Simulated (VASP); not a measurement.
The system is Ti.

```
CELL_PARAMETERS angstrom
4.13000 0.00000 0.00000
0.00000 4.13000 0.00000
0.00000 0.00000 4.13000
ATOMIC_POSITIONS crystal
Ti 0.00000 0.00000 0.00000
Ti 0.00000 0.50000 0.50000
Ti 0.50000 0.00000 0.50000
Ti 0.50000 0.50000 0.00000
```

This isn't the form of Ti at room conditions, which is hcp.

- Program: VASP 6.6.1
- Task: relaxation of volume and atoms at fixed shape
- Functional: PBEsol
- Potentials or basis: VASP PAW PBE potentials, release 64 (Ti_sv)
- Cutoff: 600 eV
- k mesh: 10 × 10 × 10
- Occupations: methfessel-paxton, width 0.05 eV
- Spin: no spin polarisation

At the start: pressure -6.0 GPa; volume 17.61 Å³/atom.

How do energy, volume and symmetry change on relaxing?

Over 3 steps the energy falls by 19.8 meV/atom and the volume is 16.61 Å³/atom (-5.7 %); space group Fm-3m (No. 225, to 0.1 Å) before and after.

The path:
```tsv
step	energy change (eV)	largest force (eV/Å)	pressure (GPa)	volume (Å³)
1	0.0000	0.0000	-6.04	70.44
2	-0.0428	0.0000	4.80	63.89
3	-0.0794	0.0000	-0.03	66.43
```

Final structure:
```xyz
4
Lattice="4.0500 0.0000 0.0000 0.0000 4.0500 0.0000 0.0000 0.0000 4.0500" Properties=species:S:1:pos:R:3 pbc="T T T"
Ti    0.0000    0.0000    0.0000
Ti    0.0000    2.0250    2.0250
Ti    2.0250    0.0000    2.0250
Ti    2.0250    2.0250    0.0000
```

Caveat: the highest band is partly filled, so the run has too few bands; the PAW data sets were made with another functional, which shifts forces and pressure a little.
